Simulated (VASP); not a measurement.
InB3:

```
CELL_PARAMETERS angstrom
-1.69910 1.69910 3.79539
1.69910 -1.69910 3.79539
1.69910 1.69910 -3.79539
ATOMIC_POSITIONS crystal
In 0.00000 0.00000 0.00000
B 0.50000 0.50000 0.00000
B 0.25000 0.75000 0.50000
B 0.75000 0.25000 0.50000
```

```yaml
Program: VASP 6.6.1
Task: relaxation of cell and atoms
Functional: PBE
Potentials_or_basis: VASP PAW PBE potentials, release 64 (In_d, B)
Cutoff: 600 eV
k_mesh: 8 × 8 × 8
Occupations: gaussian, width 0.1 eV
Spin: no spin polarisation
```

At the start: pressure 6.2 GPa; volume 10.96 Å³/atom.

Question: Where does the relaxation end?

Answer: Over 10 steps the energy falls by 43.2 meV/atom and the volume is 11.70 Å³/atom (+6.7 %); space group I4/mmm (No. 139, to 0.1 Å) before and after.

The path:
```
step  energy change (eV)  largest force (eV/Å)  pressure (GPa)  volume (Å³)
   1              0.0000                0.0000            6.20        43.83
   2             -0.0676                0.0000           -0.65        46.57
   3             -0.0685                0.0000           -1.62        47.02
   4             -0.1069                0.0000           -2.16        47.29
   5             -0.1636                0.0000           -2.51        47.92
   6             -0.1618                0.0000            2.76        45.87
   7             -0.1716                0.0000           -0.12        46.93
   8             -0.1723                0.0000           -0.12        46.87
   9             -0.1722                0.0000            0.08        46.68
  10             -0.1729                0.0000           -0.02        46.79
```

Final structure:
```cif
data_structure
_symmetry_space_group_name_H-M 'P 1'
_symmetry_Int_Tables_number 1
_cell_length_a 4.8754
_cell_length_b 4.8754
_cell_length_c 4.8754
_cell_angle_alpha 140.350
_cell_angle_beta 140.350
_cell_angle_gamma 57.323
_cell_volume 46.79
loop_
_atom_site_label
_atom_site_type_symbol
_atom_site_fract_x
_atom_site_fract_y
_atom_site_fract_z
_atom_site_occupancy
In1 In 0.00000 0.00000 0.00000 1
B1 B 0.50000 0.50000 0.00000 1
B2 B 0.25000 0.75000 0.50000 1
B3 B 0.75000 0.25000 0.50000 1
```
